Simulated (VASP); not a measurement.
Set up this calculation in VASP 6.6.1, as the native input.

```yaml
Task: single point
Functional: PBEsol
Potentials_or_basis: VASP PAW PBE potentials, release 64 (V_sv, N)
Cutoff: 600 eV
k_mesh: 18 × 18 × 18
Occupations: gaussian, width 0.1 eV
Spin: no spin polarisation
Dipole_correction: no
Further_INCAR_settings: ALGO = Normal; EDIFF = 1e-06; NBANDS = 16
```

The structure of VN lies in POSCAR:

```
VN
1.0
    0.0000000000      2.0364664716      2.0364664716
    2.0364664716      0.0000000000      2.0364664716
    2.0364664716      2.0364664716      0.0000000000
V N
1 1
Direct
    0.5000000000      0.5000000000      0.5000000000
    0.0000000000      0.0000000000      0.0000000000
```

These files were run (other wordings do the same):

INCAR

```
SYSTEM = VN
PREC = Accurate
ENCUT = 600
EDIFF = 1E-6
ISMEAR = 0
SIGMA = 0.1
LREAL = .FALSE.
LASPH = .TRUE.
NELM = 120
ALGO = Normal
ISIF = 2
LWAVE = .FALSE.
LCHARG = .FALSE.
GGA = PS
NBANDS = 16
GGA_COMPAT = .FALSE.
```

KPOINTS

```
Automatic mesh
0
G
  18 18 18
  0 0 0
```

Potentials or basis: VASP PAW PBE potentials, release 64 (V_sv, N).

Launch:

```bash
$ cat potpaw_PBE.64/V_sv/POTCAR potpaw_PBE.64/N/POTCAR > POTCAR
$ mpirun -np 1 vasp_std > vasp.out
```

Results of the run:

```json
{"Pressure": "0.5 GPa", "Band gap on the k mesh": "zero (band 9 reaches 13.03 eV, above the bottom of band 10 at 10.75 eV)"}
```

Caveat: the PAW data sets were made with another functional, which shifts forces and pressure a little; the run has no spin polarisation, though such a crystal can be magnetic.

Wall time 17 s on 1 thread of Intel(R) Xeon(R) 6975P-C (Granite Rapids), with other jobs on the host, peak memory 0.18 GiB.
